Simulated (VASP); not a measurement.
# In3SbTe2 (P6mm) in VASP: relaxation of cell and atoms with PBE

Aim: the relaxation of cell and atoms of In3SbTe2 with PBE.

Program: VASP 6.6.1. These are calculated values, not measurements. Logs are shortened: lines on timing, memory, paths and dates and some standing lists are left out, and cuts for length are marked.

### Step 1. The cell of the first run

Symmetry: P6mm, No. 183, hexagonal system. Conventional cell: a = 6.008 Å, b = 6.008 Å, c = 6.254 Å, α = 90.00°, β = 90.00°, γ = 120.00°. In (site symmetry 2mm) has 4 In at 3.00 Å and 4 Te at 3.36 to 3.80 Å and 2 Sb at 3.82 Å within 4.0 Å. Sb (site symmetry 6mm) has 6 Te at 3.51 Å and 6 In at 3.82 Å within 4.6 Å. Te (site symmetry 3m) has 6 In at 3.36 to 3.80 Å and 3 Te at 3.47 Å and 3 Sb at 3.51 Å within 4.4 Å.

The cell was generated, and may not be a known phase.

### Step 2. Relaxation of cell and atoms, PBE

The input, INCAR:

```
ALGO = Normal ; EDIFF = 1E-7
EDIFFG = -0.01 ; ENCUT = 600
GGA = PE ; IBRION = 2
ISIF = 3 ; ISMEAR = 0
LASPH = True ; LCHARG = False
LREAL = False ; LWAVE = False
NELM = 80 ; NSW = 100
PREC = Accurate ; SIGMA = 0.1
```

The input, KPOINTS:

```
k-points
0
Gamma
  6 6 6
```

The input, POSCAR:

```
In3SbTe2
1.0
    6.0084838144      0.0000000000      0.0000000000
   -3.0042419072      5.2034996215      0.0000000000
    0.0000000000      0.0000000000      6.2542508434
In Sb Te
3 1 2
Direct
    0.5000000000      0.0000000000      0.8446924192
    0.0000000000      0.5000000000      0.8446924192
    0.5000000000      0.5000000000      0.8446924192
    0.0000000000      0.0000000000      0.2225071884
    0.3333333333      0.6666666667      0.3045104869
    0.6666666667      0.3333333333      0.3045104869
```

Potentials or basis: VASP PAW PBE potentials, release 64 (In_d, Sb, Te).

Started as:

```console
> cat potpaw_PBE.64/In_d/POTCAR potpaw_PBE.64/Sb/POTCAR potpaw_PBE.64/Te/POTCAR > POTCAR
> mpirun -np 1 vasp_std > vasp.out
```

OUTCAR:

```text
EDIFF = 1E-7
   EDIFFG = -0.01
   ENCUT = 600
   GGA = PE
   IBRION = 2
   ISIF = 3
   ISMEAR = 0
   LASPH = True
   LREAL = False
   NELM = 80
   NSW = 100
   PREC = Accurate

 ion  position               nearest neighbor table
   1  0.500  0.000  0.845-   2 3.00   3 3.00   3 3.00   2 3.00   5 3.36   6 3.36   5 3.80   6 3.80
                             4 3.82   4 3.82
   2  0.000  0.500  0.845-   3 3.00   3 3.00   1 3.00   1 3.00   5 3.36   6 3.36   5 3.80   6 3.80
                             4 3.82   4 3.82
   3  0.500  0.500  0.845-   2 3.00   2 3.00   1 3.00   1 3.00   5 3.36   6 3.36   5 3.80   6 3.80
                             4 3.82   4 3.82
   4  0.000  0.000  0.223-   5 3.51   6 3.51   6 3.51   5 3.51   6 3.51   5 3.51   1 3.82   1 3.82
                             2 3.82   3 3.82   2 3.82   3 3.82
   5  0.333  0.667  0.305-   2 3.36   1 3.36   3 3.36   6 3.47   6 3.47   6 3.47   4 3.51   4 3.51
                             4 3.51   2 3.80   1 3.80   3 3.80
   6  0.667  0.333  0.305-   2 3.36   1 3.36   3 3.36   5 3.47   5 3.47   5 3.47   4 3.51   4 3.51
                             4 3.51   2 3.80   1 3.80   3 3.80

  LATTYP: Found a hexagonal cell.
 ALAT       =     6.0084838144
 C/A-ratio  =     1.0409033354

  Lattice vectors:

 A1 = (   6.0084838144,   0.0000000000,   0.0000000000)
 A2 = (  -3.0042419072,   5.2034996215,   0.0000000000)
 A3 = (   0.0000000000,   0.0000000000,   6.2542508434)

Analysis of symmetry for initial positions (statically):
=====================================================================
 Subroutine PRICEL returns:
 Original cell was already a primitive cell.

 Routine SETGRP: Setting up the symmetry group for a
 hexagonal supercell.

 Subroutine GETGRP returns: Found 12 space group operations
 (whereof 12 operations were pure point group operations)
 out of a pool of 24 trial point group operations.

The static configuration has the point symmetry C_6v.

Analysis of symmetry for dynamics (positions and initial velocities):
=====================================================================
 Subroutine PRICEL returns:
 Original cell was already a primitive cell.

 Routine SETGRP: Setting up the symmetry group for a
 hexagonal supercell.

 Subroutine GETGRP returns: Found 12 space group operations
 (whereof 12 operations were pure point group operations)
 out of a pool of 24 trial point group operations.

The dynamic configuration has the point symmetry C_6v.

 Subroutine INISYM returns: Found 12 space group operations
 (whereof 12 operations are pure point group operations),
 and found     1 'primitive' translations

----------------------------------------------------------------------------------------

                                     Primitive cell

  volume of cell :     195.5400

  direct lattice vectors                    reciprocal lattice vectors
     6.008483814  0.000000000  0.000000000     0.166431338  0.096089178  0.000000000
    -3.004241907  5.203499621  0.000000000     0.000000000  0.192178355  0.000000000
     0.000000000  0.000000000  6.254250843     0.000000000  0.000000000  0.159891252

  length of vectors
     6.008483814  6.008483814  6.254250843     0.192178355  0.192178355  0.159891252

  position of ions in fractional coordinates (direct lattice)
     0.500000000  0.000000000  0.844692419
     0.000000000  0.500000000  0.844692419
     0.500000000  0.500000000  0.844692419
     0.000000000  0.000000000  0.222507188
     0.333333333  0.666666667  0.304510487
     0.666666667  0.333333333  0.304510487

  ion indices of the primitive-cell ions
   primitive index   ion index
                 1           1
                 2           2
                 3           3
                 4           4
                 5           5
                 6           6

----------------------------------------------------------------------------------------

 KPOINTS: k-points

Automatic generation of k-mesh.
 Grid dimensions read from file:
 generate k-points for:    6    6    6

 Generating k-lattice:

  Cartesian coordinates                     Fractional coordinates (reciprocal lattice)
     0.027738556  0.016014863  0.000000000     0.166666667  0.000000000  0.000000000
     0.000000000  0.032029726  0.000000000     0.000000000  0.166666667  0.000000000
     0.000000000  0.000000000  0.026648542     0.000000000  0.000000000  0.166666667

  Length of vectors
     0.032029726  0.032029726  0.026648542

  Shift w.r.t. Gamma in fractional coordinates (k-lattice)
     0.000000000  0.000000000  0.000000000

 Subroutine IBZKPT returns following result:
 ===========================================

 Found     28 irreducible k-points:

 Following reciprocal coordinates:
            Coordinates               Weight
  0.000000  0.000000  0.000000      1.000000
  0.166667  0.000000  0.000000      6.000000
  0.333333 -0.000000  0.000000      6.000000
  0.500000  0.000000  0.000000      3.000000
  0.166667  0.166667  0.000000      6.000000
  0.333333  0.166667  0.000000     12.000000
[... 16 lines left out ...]
  0.166667  0.000000  0.500000      6.000000
  0.333333 -0.000000  0.500000      6.000000
 [... further k-points ...]
   k-points           NKPTS =     28   k-points in BZ     NKDIM =     28   number of bands    NBANDS=     33
   number of dos      NEDOS =    301   number of ions     NIONS =      6
   total plane-waves  NPLWV = 115200
   dimension x,y,z NGX =    48 NGY =   48 NGZ =   50
   dimension x,y,z NGXF=    96 NGYF=   96 NGZF=  100
   ions per type =               3   1   2
   NGX,Y,Z   is equivalent  to a cutoff of  13.28, 13.28, 13.29 a.u.
   NGXF,Y,Z  is equivalent  to a cutoff of  26.56, 26.56, 26.58 a.u.
 SYSTEM =  unknown system
   PREC   = accura    normal or accurate (medium, high low for compatibility)
   ISTART =      0    job   : 0-new  1-cont  2-samecut
   ICHARG =      2    charge: 1-file 2-atom 10-const
   ISPIN  =      1    spin polarized calculation?
   LNONCOLLINEAR =      F non collinear calculations
   LSORBIT =      F    spin-orbit coupling
   LASPH  =      T    aspherical Exc in radial PAW
   ENCUT  =  600.0 eV  44.10 Ry    6.64 a.u.  12.00 12.00 12.49*2*pi/ulx,y,z
   NELM   =     80;   NELMIN=  2; NELMDL= -5     # of ELM steps
   EDIFF  = 0.1E-06   stopping-criterion for ELM
   LREAL  =      F    real-space projection
   EDIFFG = -.1E-01   stopping-criterion for IOM
   NSW    =    100    number of steps for IOM
   IBRION =      2    ionic relax: 0-MD 1-quasi-New 2-CG
   NFREE  =      1    steps in history (QN), initial steepest desc. (CG)
   ISIF   =      3    stress and relaxation
   ISYM   =      2    0-nonsym 1-usesym 2-fastsym
   POTIM  = 0.5000    time-step for ionic-motion
   TEBEG  =    0.0;   TEEND  =   0.0 temperature during run
   PSTRESS=    0.0 pullay stress
   NELECT =      56.0000    total number of electrons
   NUPDOWN=      -1.0000    fix difference up-down
   EMIN   =  10.00;   EMAX   =-10.00  energy-range for DOS
   EFERMI =   0.00;   METHOD = LEGACY
   ISMEAR =     0;   SIGMA  =   0.10  broadening in eV -4-tet -1-fermi 0-gaus
   EFERMI_NEDOS =   21; number of points for ismear=-14 and -15
   IALGO  =     38    algorithm
   IMIX   =      4    mixing-type and parameters
     AMIX     =   0.40;   BMIX     =  1.00
     AMIX_MAG =   1.60;   BMIX_MAG =  1.00
  volume/ion in A,a.u.               =      32.59       219.93
  Fermi-wavevector in a.u.,A,eV,Ry     =   1.079093  2.039190 15.843195  1.164442
  Thomas-Fermi vector in A             =   2.215049
   LORBIT       =      0    0 simple, 1 ext, 2 COOP (PROOUT), +10 PAW based schemes
   GGA     = PE    functional components
   LHFCALC =     F    Hartree Fock is set to
   AEXX    =    0.0000 exact exchange contribution
   IVDW    =     0    specifies the selected vdW correction
   LEPSILON=     F    determine dielectric tensor
   LRPA    =     F    only Hartree local field effects (RPA)
 conjugate gradient relaxation of ions
 non-spin polarized calculation
 Gauss-broadening in eV      SIGMA  =   0.10
  energy-cutoff  :      600.00
  volume of cell :      195.54
 maximum number of plane-waves:      6552
   NGX = 25   NGY = 25   NGZ = 25

--------------------------------------- Ionic step        1  -------------------------------------------

 number of electron      55.9999970 magnetization

 Free energy of the ion-electron system (eV)
  ---------------------------------------------------
  ext. energy  EPLUGINS =         0.00000000
  ---------------------------------------------------
  free energy    TOTEN  =       -16.86916788 eV

  energy without entropy =      -16.84468557  energy(sigma->0) =      -16.85692672

------------------------ aborting loop because EDIFF is reached ----------------------------------------

  FORCE on cell =-STRESS in cart. coord.  units (eV):
  Direction    XX          YY          ZZ          XY          YZ          ZX
  --------------------------------------------------------------------------------------
  -------------------------------------------------------------------------------------
  Total        0.6992486      0.6992486     -1.0385267      0.0000000      0.0000000      0.0000000
  in kB        5.7293648      5.7293648     -8.5092745      0.0000000      0.0000000      0.0000000
  external PRESSURE =       0.9831517 kB  Pullay stress =       0.0000000 kB
[... 101 lines left out ...]
  FREE ENERGIE OF THE ION-ELECTRON SYSTEM (eV)
  ---------------------------------------------------
  free  energy   TOTEN  =       -16.8882954078 eV

  energy  without entropy=      -16.8664511115  energy(sigma->0) =      -16.87737326

[... ionic steps 4 to 13 ...]

--------------------------------------- Ionic step       14  -------------------------------------------

 number of electron      55.9999981 magnetization

------------------------ aborting loop because EDIFF is reached ----------------------------------------
[... 75 lines left out ...]
--------------------------------------- Ionic step       16  -------------------------------------------

 number of electron      55.9999981 magnetization

 Free energy of the ion-electron system (eV)
  ---------------------------------------------------
  ext. energy  EPLUGINS =         0.00000000
  ---------------------------------------------------
  free energy    TOTEN  =       -16.89371983 eV

  energy without entropy =      -16.87346015  energy(sigma->0) =      -16.88358999

 E-fermi :   5.8159     XC(G=0):  -9.2538

 val. band max:        5.7989135799   @ k =   0.3333   0.1667   0.3333
 cond. band min:       5.8207087761   @ k =   0.5000   0.0000   0.5000
 fundamental gap:      0.0217951962
 Fermi energy:         5.8159124876

 k-point     1 :       0.0000    0.0000    0.0000
  band No.  band energies     occupation
      1      -9.1970      2.00000
      2      -9.0743      2.00000
      3      -9.0743      2.00000
      4      -8.9462      2.00000
      5      -8.8380      2.00000
      6      -8.7896      2.00000
[... 853 lines left out ...]
     32       7.2884      0.00000
     33       7.7125      0.00000

 [... further k-points ...]

------------------------ aborting loop because EDIFF is reached ----------------------------------------

  FORCE on cell =-STRESS in cart. coord.  units (eV):
  Direction    XX          YY          ZZ          XY          YZ          ZX
  --------------------------------------------------------------------------------------
  -------------------------------------------------------------------------------------
  Total        0.0042720      0.0042720     -0.0199094      0.0000000      0.0000000     -0.0000000
  in kB        0.0353796      0.0353796     -0.1648858      0.0000000      0.0000000     -0.0000000
  external PRESSURE =      -0.0313756 kB  Pullay stress =       0.0000000 kB
[... 21 lines left out ...]
  FREE ENERGIE OF THE ION-ELECTRON SYSTEM (eV)
  ---------------------------------------------------
  free  energy   TOTEN  =       -16.8937198283 eV

  energy  without entropy=      -16.8734601456  energy(sigma->0) =      -16.88358999

 reached required accuracy - stopping structural energy minimisation
```

Wall time 55 min (1 thread of Intel Xeon 8259CL, shared host); peak memory 0.5 GiB.

Results:

| Quantity | Value |
| --- | --- |
| Free energy | -16.8937 eV |
| Relaxed volume | 32.24 Å³/atom |
| Relaxed cell | a = 6.068 Å, b = 6.068 Å, c = 6.067 Å, α = 90.00°, β = 90.00°, γ = 120.00° |
| Space group after relaxing (to 0.1 Å) | P6mm (No. 183) |
| Energy gained by relaxing | 4.1 meV/atom |
| Ionic steps | 16 |
| Pressure after relaxing | 0.0 GPa |
| Largest force after relaxing | 0.008 eV/Å |
| Band gap on the k mesh | zero (bands 28 and 29 overlap by 1.00 eV) |

Forces on the atoms (eV/Å):
```
In   0.000  0.000 -0.005
In   0.000  0.000 -0.005
In   0.000  0.000 -0.005
Sb   0.000  0.000  0.001
Te   0.000  0.000  0.008
Te   0.000  0.000  0.008
```

The path:
| step | energy change (eV) | largest force (eV/Å) | pressure (GPa) | volume (Å³) |
| --- | --- | --- | --- | --- |
| 1 | 0.0000 | 0.0093 | 0.10 | 195.54 |
| 2 | -0.0133 | 0.0064 | -0.06 | 196.09 |
| 3 | -0.0191 | 0.0165 | -0.20 | 196.65 |
| 4 | -0.0193 | 0.0189 | -0.22 | 196.75 |
| 5 | -0.0206 | 0.0401 | 0.01 | 195.25 |
| 6 | -0.0206 | 0.0416 | 0.02 | 195.15 |
| 7 | -0.0211 | 0.0366 | 0.02 | 194.98 |
| 8 | -0.0224 | 0.0324 | 0.02 | 194.50 |
| 9 | -0.0234 | 0.0406 | 0.04 | 193.52 |
| 10 | -0.0236 | 0.0313 | -0.08 | 194.15 |
| 11 | -0.0236 | 0.0330 | -0.07 | 194.05 |
| 12 | -0.0238 | 0.0294 | -0.06 | 193.99 |
| 13 | -0.0242 | 0.0191 | -0.03 | 193.80 |
| 14 | -0.0244 | 0.0060 | 0.01 | 193.42 |
| 15 | -0.0244 | 0.0029 | 0.00 | 193.50 |
| 16 | -0.0246 | 0.0076 | 0.00 | 193.46 |

Final structure:
```
CELL_PARAMETERS angstrom
6.06814 0.00000 0.00000
-3.03407 5.25516 0.00000
0.00000 0.00000 6.06657
ATOMIC_POSITIONS crystal
In 0.50000 0.00000 0.83888
In 0.00000 0.50000 0.83888
In 0.50000 0.50000 0.83888
Sb 0.00000 0.00000 0.23361
Te 0.33333 0.66667 0.30768
Te 0.66667 0.33333 0.30768
```

Caveat: spin-orbit coupling is left out, which moves the levels of the heavy elements.

The gap in the log of VASP goes by the Fermi energy; the results here count the filled bands.